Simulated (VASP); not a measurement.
A run of VASP 6.6.1 is set up as follows.

Contents of INCAR:

```
  PREC = Accurate
  ENCUT = 520
  EDIFF = 1E-6
  ISMEAR = 0
  SIGMA = 0.1
  LREAL = False
  LASPH = True
  NELM = 60
  ALGO = Normal
  ISIF = 2
  LWAVE = False
  LCHARG = False
  GGA = PE
  NBANDS = 21
```

File KPOINTS:

```
Automatic mesh
0
Gamma
  4 4 4
```

Contents of POSCAR:

```
Al2O
1.0
    3.4122220129      0.0000000000      0.0000000000
    0.0000000000      3.4122220129      0.0000000000
    0.0000000000      0.0000000000      9.3260798448
Al O
4 2
Direct
    0.0000000000      0.0000000000      0.2500000000
    0.0000000000      0.0000000000      0.7500000000
    0.0000000000      0.5000000000      0.5000000000
    0.5000000000      0.0000000000      0.0000000000
    0.5000000000      0.5000000000      0.0000000000
    0.5000000000      0.5000000000      0.5000000000
```

Potentials or basis: VASP PAW PBE potentials, release 64 (Al, O).

Command:

```console
$ cat potpaw_PBE.64/Al/POTCAR potpaw_PBE.64/O/POTCAR > POTCAR
$ mpirun -np 1 vasp_std > vasp.out
```

Task: Estimate the band gap on the k mesh.

Result: Zero (band 12 reaches 5.06 eV, above the bottom of band 13 at 3.43 eV).

Task: Estimate the pressure.

Result: 0.1 GPa.

Caveat: the k points lie up to 0.46 Å⁻¹ apart.
